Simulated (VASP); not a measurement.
**AgAs: density of states with PBE**

The system is AgAs.

```
CELL_PARAMETERS angstrom
0.00000 2.77844 2.77844
2.77844 0.00000 2.77844
2.77844 2.77844 0.00000
ATOMIC_POSITIONS crystal
Ag 0.50000 0.50000 0.50000
As 0.00000 0.00000 0.00000
```

```yaml
Program: VASP 6.6.1
Task: density of states
Functional: PBE
Potentials_or_basis: VASP PAW PBE potentials, release 64 (Ag, As)
Cutoff: 400 eV
k_mesh: 8 × 8 × 8
Occupations: methfessel-paxton, width 0.0107 eV
Spin: no spin polarisation
Dipole_correction: no
k_mesh_for_the_DOS: 12 × 12 × 12
Occupations_for_the_DOS: tetrahedron
Further_INCAR_settings: ALGO = Normal; EDIFF = 1e-06
```

The valence electrons inside the program's atomic spheres are Ag 9.80; As 2.62.

Levels at points of the mesh, in eV from the Fermi level:
```
           k point  band 4  band 5  band 6  band 7  band 8  band 9  band 10  band 11  band 12
(0.00, 0.00, 0.00)   -4.40   -4.40   -4.40    0.63    0.63    0.63     2.88     9.67     9.67
(0.50, 0.00, 0.00)   -5.11   -4.05   -4.05   -3.12    2.07    2.07     4.00     6.18     6.18
(0.50, 0.50, 0.00)   -3.93   -3.93   -3.86   -3.22   -1.27   -1.27     1.20     6.32    12.11
```

It took 49 s on 1 thread of Intel Xeon 8259CL, with other jobs on the host, peak memory 0.17 GiB.
